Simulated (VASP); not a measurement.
# Ga2GeO4 in VASP: single point with PBEsol

Aim: the single point of Ga2GeO4 with PBEsol.

Everything below comes from runs of VASP 6.6.1. Logs are shortened: lines on timing, memory, paths and dates and some standing lists are left out, and cuts for length are marked.

### Step 1. The cell of the first run

The typed cell holds 7 atoms: a = 8.064 Å, b = 6.320 Å, c = 7.004 Å, α = 154.47°, β = 144.73°, γ = 43.45°.

### Step 2. Single point, PBEsol

The input, INCAR:

```
ALGO = Normal ; EDIFF = 1E-6
ENCUT = 520 ; GGA = PS
ISIF = 2 ; ISMEAR = -1
LASPH = True ; LCHARG = False
LREAL = False ; LWAVE = False
NBANDS = 41 ; NELM = 80
PREC = Accurate ; SIGMA = 0.05
```

The input, KPOINTS:

```
k-points
0
Gamma
  6 6 6
```

The input, POSCAR:

```
Ga2GeO4
1.0
   -2.0871166293      3.1561301673      7.1210157416
    0.8710099216     -1.4441642292      6.0906767056
    2.1186140547      1.4795042963     -6.5098904740
Ga Ge O
2 1 4
Direct
    0.7714770031      0.6443242762      0.1185473025
    0.3261494445      0.4355879964      0.1732181940
    0.2333207588     -0.1853925308      0.0803943459
    0.0377143293      0.3894104452      0.3848508861
    0.5475458933      0.0022428775      0.3946272251
    0.5338631893      0.8859798719     -0.1190573873
   -0.0073180449      0.2566698169     -0.1602124403
```

Potentials or basis: VASP PAW PBE potentials, release 64 (Ga_d, Ge_d, O).

Launch:

```bash
$ cat potpaw_PBE.64/Ga_d/POTCAR potpaw_PBE.64/Ge_d/POTCAR potpaw_PBE.64/O/POTCAR > POTCAR
$ mpirun -np 1 vasp_std > vasp.out
```

OUTCAR:

```text
EDIFF = 1E-6
   ENCUT = 520
   GGA = PS
   ISIF = 2
   ISMEAR = -1
   LASPH = True
   LREAL = False
   NELM = 80
   PREC = Accurate

 ion  position               nearest neighbor table
   1  0.771  0.644  0.119-   7 1.92   7 1.93   6 1.98   5 2.00   5 2.00   4 2.13
   2  0.326  0.436  0.173-   7 1.83   6 1.84   6 1.84   3 2.48
   3  0.233  0.815  0.080-   5 1.79   4 1.85   4 1.85   2 2.48
   4  0.038  0.389  0.385-   3 1.85   3 1.85   1 2.13
   5  0.548  0.002  0.395-   3 1.79   1 2.00   1 2.00
   6  0.534  0.886  0.881-   2 1.84   2 1.84   1 1.98
   7  0.993  0.257  0.840-   2 1.83   1 1.92   1 1.93

  LATTYP: Found a triclinic cell.
 ALAT       =     4.6758499827
 B/A-ratio  =     1.3515956486
 C/A-ratio  =     0.6456749991
 COS(alpha) =     0.0000178326
 COS(beta)  =     0.0001272930
 COS(gamma) =     0.0996597526

  Lattice vectors:

 A1 = (  -0.0314974254,  -4.6356344636,  -0.6111252676)
 A2 = (   0.8710099216,  -1.4441642292,   6.0906767056)
 A3 = (  -2.9896239763,  -0.0353400671,   0.4192137684)

Analysis of symmetry for initial positions (statically):
=====================================================================
 Subroutine PRICEL returns:
 Original cell was already a primitive cell.

 Routine SETGRP: Setting up the symmetry group for a
 triclinic supercell.

 Subroutine GETGRP returns: Found  1 space group operations
 (whereof  1 operations were pure point group operations)
 out of a pool of  2 trial point group operations.

The static configuration has the point symmetry C_1 .

Analysis of symmetry for dynamics (positions and initial velocities):
=====================================================================
 Subroutine PRICEL returns:
 Original cell was already a primitive cell.

 Routine SETGRP: Setting up the symmetry group for a
 triclinic supercell.

 Subroutine GETGRP returns: Found  1 space group operations
 (whereof  1 operations were pure point group operations)
 out of a pool of  2 trial point group operations.

The dynamic configuration has the point symmetry C_1 .

 Subroutine INISYM returns: Found  1 space group operations
 (whereof  1 operations are pure point group operations),
 and found     1 'primitive' translations

----------------------------------------------------------------------------------------

                                     Primitive cell
[... 102 lines left out ...]
   LREAL  =      F    real-space projection
   EDIFFG = 0.1E-04   stopping-criterion for IOM
   NSW    =      0    number of steps for IOM
   IBRION =     -1    ionic relax: 0-MD 1-quasi-New 2-CG
   NFREE  =      0    steps in history (QN), initial steepest desc. (CG)
   ISIF   =      2    stress and relaxation
   ISYM   =      2    0-nonsym 1-usesym 2-fastsym
   POTIM  = 0.5000    time-step for ionic-motion
   TEBEG  =    0.0;   TEEND  =   0.0 temperature during run
   PSTRESS=    0.0 pullay stress
   NELECT =      64.0000    total number of electrons
   NUPDOWN=      -1.0000    fix difference up-down
   EMIN   =  10.00;   EMAX   =-10.00  energy-range for DOS
   EFERMI =   0.00;   METHOD = LEGACY
   ISMEAR =    -1;   SIGMA  =   0.05  broadening in eV -4-tet -1-fermi 0-gaus
   EFERMI_NEDOS =   21; number of points for ismear=-14 and -15
   IALGO  =     38    algorithm
   IMIX   =      4    mixing-type and parameters
     AMIX     =   0.40;   BMIX     =  1.00
     AMIX_MAG =   1.60;   BMIX_MAG =  1.00
  volume/ion in A,a.u.               =      12.68        85.58
  Fermi-wavevector in a.u.,A,eV,Ry     =   1.467945  2.774014 29.318692  2.154863
  Thomas-Fermi vector in A             =   2.583502
   LORBIT       =      0    0 simple, 1 ext, 2 COOP (PROOUT), +10 PAW based schemes
   GGA     = PS    functional components
   LHFCALC =     F    Hartree Fock is set to
   AEXX    =    0.0000 exact exchange contribution
   IVDW    =     0    specifies the selected vdW correction
   LEPSILON=     F    determine dielectric tensor
   LRPA    =     F    only Hartree local field effects (RPA)
 non-spin polarized calculation
  energy-cutoff  :      520.00
  volume of cell :       88.77
 maximum number of plane-waves:      2416
   NGX = 29   NGY = 23   NGZ = 25

 number of electron      63.9999999 magnetization

 Free energy of the ion-electron system (eV)
  ---------------------------------------------------
  ext. energy  EPLUGINS =         0.00000000
  ---------------------------------------------------
  free energy    TOTEN  =       -44.24158432 eV

  energy without entropy =      -44.24158432  energy(sigma->0) =      -44.24158432

 E-fermi :   4.2716     XC(G=0): -10.8041

 val. band max:        3.2130358937   @ k =   0.5000   0.5000   0.5000
 cond. band min:       5.1959159702   @ k =   0.5000   0.5000   0.5000
 fundamental gap:      1.9828800765
 Fermi energy:         4.2716096936

 k-point     1 :       0.0000    0.0000    0.0000
  band No.  band energies     occupation
      1     -20.9248      2.00000
      2     -20.7416      2.00000
      3     -20.6875      2.00000
      4     -20.6152      2.00000
      5     -20.5903      2.00000
      6     -16.2848      2.00000
[... 1045 lines left out ...]
     40      13.6763      0.00000
     41      14.1621      0.00000

 [... further k-points ...]

------------------------ aborting loop because EDIFF is reached ----------------------------------------

  FORCE on cell =-STRESS in cart. coord.  units (eV):
  Direction    XX          YY          ZZ          XY          YZ          ZX
  --------------------------------------------------------------------------------------
  -------------------------------------------------------------------------------------
  Total        0.1422387      0.0374598      0.0087130     -0.0060270     -0.0004841     -0.0190667
  in kB        2.5671631      0.6760838      0.1572544     -0.1087774     -0.0087372     -0.3441202
  external PRESSURE =       1.1335004 kB  Pullay stress =       0.0000000 kB

 VOLUME and BASIS-vectors are now :
 -----------------------------------------------------------------------------
  energy-cutoff  :      520.00
  volume of cell :       88.77
      direct lattice vectors                 reciprocal lattice vectors
    -2.087116629  3.156130167  7.121015742     0.004395187  0.209232836  0.048982788
     0.871009922 -1.444164229  6.090676706     0.350129659 -0.016894820  0.110108405
     2.118614055  1.479504296 -6.509890474     0.332390347  0.213068013  0.002986517

 POSITION                                       TOTAL-FORCE (eV/Angst)
 -----------------------------------------------------------------------------------
     -0.79779      1.67976      8.64634         0.003244      0.005625      0.010550
      0.06567      0.65659      3.84791         0.004562     -0.009007      0.013213
      0.39289     -0.32109      6.09963        -0.000663      0.009145     -0.012763
      1.07582      0.12605      0.13500        -0.002068      0.012128     -0.003405
     -0.30478      2.30874      1.34376        -0.004463     -0.030023     -0.033320
      1.52384      1.70880      3.46303        -0.000905     -0.011571      0.010460
     -0.06910      4.00483      3.16527         0.000294      0.023702      0.015265
 -----------------------------------------------------------------------------------
    total drift:                               -0.000085     -0.000035      0.000927

  FREE ENERGIE OF THE ION-ELECTRON SYSTEM (eV)
  ---------------------------------------------------
  free  energy   TOTEN  =       -44.2415843199 eV

  energy  without entropy=      -44.2415843198  energy(sigma->0) =      -44.24158432
```

Run time: 23 min. Hardware: 1 thread of Intel Xeon 8259CL, shared host; peak memory 0.61 GiB.

What came out:

```yaml
Free_energy: -44.2416 eV
Pressure: 0.1 GPa
Largest_force: 0.045 eV/Å
Band_gap_on_the_k_mesh: 1.98 eV
```

Forces in eV/Å, atoms in the order of the input:
```
Ga   0.003  0.006  0.011
Ga   0.005 -0.009  0.013
Ge  -0.001  0.009 -0.013
O   -0.002  0.012 -0.003
O   -0.004 -0.030 -0.033
O   -0.001 -0.012  0.010
O    0.000  0.024  0.015
```

Caveat: the PAW data sets were made with another functional, which shifts forces and pressure a little.
